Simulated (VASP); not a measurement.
Nb:

```
Nb
1.0
     0.00000    2.07182    2.07182
     2.07182    0.00000    2.07182
     2.07182    2.07182    0.00000
Nb
1
Direct
  0.00000 0.00000 0.00000
```

Base run:

```yaml
Program: VASP 6.6.1
Functional: r2SCAN
Potentials_or_basis: VASP PAW PBE potentials, release 64 (Nb_sv)
Cutoff: 520 eV
k_mesh: 11 × 11 × 11
Occupations: fermi-dirac, width 0.05 eV
Spin: no spin polarisation
```

Its results: pressure 8.2 GPa.

Problem. The run is repeated on the same cell with these changes: functional from r2SCAN to PBE; further incar settings from ALGO = Normal; EDIFF = 1e-07; NBANDS = 12 to ALGO = Fast; EDIFF = 1e-06; NBANDS = 12. What comes out?

Solution. Pressure 8.9 GPa.

Caveats: the PAW data sets were made with another functional, which shifts forces and pressure a little (some runs).
